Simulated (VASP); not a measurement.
# KMgF3 in VASP: a series of runs, part 2 of 2

VASP 6.6.1. The steps go on from the part before.

**4. Single point, r2SCAN (shear xy strain +1.0%)**

The input, POSCAR:

```
KMgF3
1.0
    3.9802385405      0.0199011927      0.0000000000
    0.0199011927      3.9802385405      0.0000000000
    0.0000000000      0.0000000000      3.9802385405
K Mg F
1 1 3
Direct
    0.0000000000      0.0000000000      0.0000000000
    0.5000000000      0.5000000000      0.5000000000
    0.5000000000      0.5000000000      0.0000000000
    0.5000000000      0.0000000000      0.5000000000
    0.0000000000      0.5000000000      0.5000000000
```

The input, INCAR.step1:

```
SYSTEM = KMgF3
ALGO = Normal ; EDIFF = 1E-4
ENCUT = 520 ; GGA = PE
ISMEAR = 0 ; LASPH = .TRUE.
LCHARG = .FALSE. ; LREAL = .FALSE.
LWAVE = .TRUE. ; NBANDS = 24
NELM = 100 ; PREC = Accurate
SIGMA = 0.01
```

The input, INCAR.step2:

```
SYSTEM = KMgF3
ALGO = Normal ; EDIFF = 1E-6
ENCUT = 520 ; ISIF = 2
ISMEAR = 0 ; ISTART = 1
LASPH = .TRUE. ; LCHARG = .FALSE.
LMIXTAU = .TRUE. ; LREAL = .FALSE.
LWAVE = .FALSE. ; METAGGA = R2SCAN
NBANDS = 24 ; NELM = 100
PREC = Accurate ; SIGMA = 0.01
```

The input, KPOINTS:

```
k-points
0
G
  6 6 6
  0 0 0
```

Potentials or basis: VASP PAW PBE potentials, release 64 (K_sv, Mg, F).

Launch:

```console
$ cat potpaw_PBE.64/K_sv/POTCAR potpaw_PBE.64/Mg/POTCAR potpaw_PBE.64/F/POTCAR > POTCAR
$ cp INCAR.step1 INCAR
$ mpirun -np 1 vasp_std > vasp.out
$ cp INCAR.step2 INCAR
$ mpirun -np 1 vasp_std > vasp.out
```

OUTCAR:

```text
SYSTEM = KMgF3
   EDIFF = 1E-6
   ENCUT = 520
   ISIF = 2
   ISMEAR = 0
   ISTART = 1
   LASPH = .TRUE.
   LREAL = .FALSE.
   METAGGA = R2SCAN
   NELM = 100
   PREC = Accurate

 ion  position               nearest neighbor table
   1  0.000  0.000  0.000-   3 2.80   3 2.80   4 2.81   5 2.81   4 2.81   5 2.81   5 2.81   5 2.81
                             4 2.81   4 2.81   3 2.83   3 2.83   2 3.44   2 3.44   2 3.44   2 3.44
   2  0.500  0.500  0.500-   3 1.99   3 1.99   5 1.99   4 1.99   4 1.99   5 1.99   1 3.44   1 3.44
                             1 3.44   1 3.44   1 3.46   1 3.46   1 3.46   1 3.46
   3  0.500  0.500  0.000-   2 1.99   2 1.99   1 2.80   1 2.80   1 2.83   1 2.83
   4  0.500  0.000  0.500-   2 1.99   2 1.99   1 2.81   1 2.81   1 2.81   1 2.81
   5  0.000  0.500  0.500-   2 1.99   2 1.99   1 2.81   1 2.81   1 2.81   1 2.81

  LATTYP: Found a base centered orthorhombic cell.
 ALAT       =     5.6007627888
 B/A-ratio  =     1.0100502513
 C/A-ratio  =     0.7106600816

  Lattice vectors:

 A1 = (  -0.0199011927,  -3.9802385405,   0.0000000000)
 A2 = (   3.9802385405,   0.0199011927,   0.0000000000)
 A3 = (   0.0000000000,   0.0000000000,   3.9802385405)

Analysis of symmetry for initial positions (statically):
=====================================================================
 Subroutine PRICEL returns:
 Original cell was already a primitive cell.

 Routine SETGRP: Setting up the symmetry group for a
 base centered orthorhombic supercell.

 Subroutine GETGRP returns: Found  8 space group operations
 (whereof  8 operations were pure point group operations)
 out of a pool of  8 trial point group operations.

The static configuration has the point symmetry D_2h.

Analysis of symmetry for dynamics (positions and initial velocities):
=====================================================================
 Subroutine PRICEL returns:
 Original cell was already a primitive cell.

 Routine SETGRP: Setting up the symmetry group for a
 base centered orthorhombic supercell.

[... 133 lines left out ...]
  Thomas-Fermi vector in A             =   2.436671
   LORBIT       =      0    0 simple, 1 ext, 2 COOP (PROOUT), +10 PAW based schemes
   METAGGA = R2SCAN    functional components
   LHFCALC =     F    Hartree Fock is set to
   AEXX    =    0.0000 exact exchange contribution
   IVDW    =     0    specifies the selected vdW correction
   LEPSILON=     F    determine dielectric tensor
   LRPA    =     F    only Hartree local field effects (RPA)
 non-spin polarized calculation
 Gauss-broadening in eV      SIGMA  =   0.01
  energy-cutoff  :      520.00
  volume of cell :       63.05
 maximum number of plane-waves:      1743
 NGX is ok and might be reduce to    30
   NGX = 15   NGY = 15   NGZ = 15

 number of electron      31.9999958 magnetization

 Free energy of the ion-electron system (eV)
  ---------------------------------------------------
  ext. energy  EPLUGINS =         0.00000000
  ---------------------------------------------------
  free energy    TOTEN  =       -37.41468792 eV

  energy without entropy =      -37.41468792  energy(sigma->0) =      -37.41468792

 E-fermi :  -2.0682     XC(G=0): -10.2273

 val. band max:       -2.1923459786   @ k =   0.5000   0.5000   0.5000
 cond. band min:       6.0862201618   @ k =   0.0000   0.0000   0.0000
 fundamental gap:      8.2785661404
 Fermi energy:        -2.0682018141

 k-point     1 :       0.0000    0.0000    0.0000
  band No.  band energies     occupation
      1     -28.7860      2.00000
      2     -23.4469      2.00000
      3     -22.8114      2.00000
      4     -22.8107      2.00000
      5     -11.5182      2.00000
      6     -11.5134      2.00000
[... 637 lines left out ...]
     23      13.1267      0.00000
     24      14.2824      0.00000

 [... further k-points ...]

------------------------ aborting loop because EDIFF is reached ----------------------------------------

  FORCE on cell =-STRESS in cart. coord.  units (eV):
  Direction    XX          YY          ZZ          XY          YZ          ZX
  --------------------------------------------------------------------------------------
  -------------------------------------------------------------------------------------
  Total       -0.2291646     -0.2291646     -0.2306215     -0.2011924      0.0000000      0.0000000
  in kB       -5.8229323     -5.8229323     -5.8599492     -5.1121762      0.0000000      0.0000000
  external PRESSURE =      -5.8352712 kB  Pullay stress =       0.0000000 kB

 VOLUME and BASIS-vectors are now :
 -----------------------------------------------------------------------------
  energy-cutoff  :      520.00
  volume of cell :       63.05
      direct lattice vectors                 reciprocal lattice vectors
     3.980238540  0.019901193  0.000000000     0.251247505 -0.001256238  0.000000000
     0.019901193  3.980238540  0.000000000    -0.001256238  0.251247505  0.000000000
     0.000000000  0.000000000  3.980238540     0.000000000  0.000000000  0.251241223

 POSITION                                       TOTAL-FORCE (eV/Angst)
 -----------------------------------------------------------------------------------
      0.00000      0.00000      0.00000        -0.000000      0.000000      0.000000
      2.00007      2.00007      1.99012        -0.000000      0.000000      0.000000
      2.00007      2.00007      0.00000         0.000000      0.000000      0.000000
      1.99012      0.00995      1.99012        -0.000000      0.000000      0.000000
      0.00995      1.99012      1.99012        -0.000000      0.000000      0.000000
 -----------------------------------------------------------------------------------
    total drift:                                0.000000      0.000000     -0.000000

  FREE ENERGIE OF THE ION-ELECTRON SYSTEM (eV)
  ---------------------------------------------------
  free  energy   TOTEN  =       -37.4146879173 eV

  energy  without entropy=      -37.4146879173  energy(sigma->0) =      -37.41468792
```

OSZICAR.step1:

```text
N       E                     dE             d eps       ncg     rms          rms(c)
DAV:   1     0.219034041812E+03    0.21903E+03   -0.17362E+04  2496   0.130E+03
DAV:   2    -0.160433429248E+02   -0.23508E+03   -0.22710E+03  3160   0.338E+02
DAV:   3    -0.262930536288E+02   -0.10250E+02   -0.10202E+02  3264   0.654E+01
DAV:   4    -0.266142947768E+02   -0.32124E+00   -0.32119E+00  3504   0.973E+00
DAV:   5    -0.266162078601E+02   -0.19131E-02   -0.19131E-02  3288   0.794E-01    0.902E+00
DAV:   6    -0.244076607843E+02    0.22085E+01   -0.71512E+00  2968   0.191E+01    0.407E+00
DAV:   7    -0.244070936107E+02    0.56717E-03   -0.28430E-01  2960   0.293E+00    0.239E+00
DAV:   8    -0.244072234937E+02   -0.12988E-03   -0.71259E-02  3152   0.240E+00    0.311E-01
DAV:   9    -0.244067855744E+02    0.43792E-03   -0.15229E-02  3232   0.853E-01    0.147E-01
DAV:  10    -0.244070673465E+02   -0.28177E-03   -0.95527E-04  2872   0.212E-01    0.856E-02
DAV:  11    -0.244070663768E+02    0.96979E-06   -0.31437E-05  2232   0.498E-02
   1 F= -.24407066E+02 E0= -.24407066E+02  d E =-.483351E-15
```

Run time: 2.1 min. Hardware: 1 thread of Intel Xeon 6975P-C (Granite Rapids), shared host; peak memory 0.22 GiB.

What came out:

```
Free energy            : -37.4147 eV
Pressure               : -0.6 GPa
Band gap on the k mesh : 8.28 eV, indirect (least direct gap 8.58 eV)
```

Caveat: the cell differs from its parent crystal (shear xy strain +1.0%); the PAW data sets were made with another functional, which shifts forces and pressure a little. A k mesh can miss the band edges.

**5. The runs side by side**

| level | cell | smearing | gap on the mesh (eV) | pressure (GPa) |
| --- | --- | --- | --- | --- |
| PBE | a = 3.980 Å, angles 90.0, 90.0, 89.4°, 5 atoms | fermi-dirac 0.02 eV | 7.33 | 3.7 |
| r2SCAN | a = 3.980, b = 3.980, c = 3.960 Å, 5 atoms | gaussian 0.01 eV | 8.32 | -0.2 |
| r2SCAN | a = 3.980 Å, angles 90.0, 90.0, 89.4°, 5 atoms | gaussian 0.01 eV | 8.28 | -0.6 |

Alike in all rows: task single point; potentials or basis VASP PAW PBE potentials, release 64 (K_sv, Mg, F); no spin polarisation; k mesh 6 × 6 × 6; cutoff (eV) 520.

Caveats: the PAW data sets were made with another functional, which shifts forces and pressure a little (some runs).

Absolute energies hang on the potentials; compare differences alone.
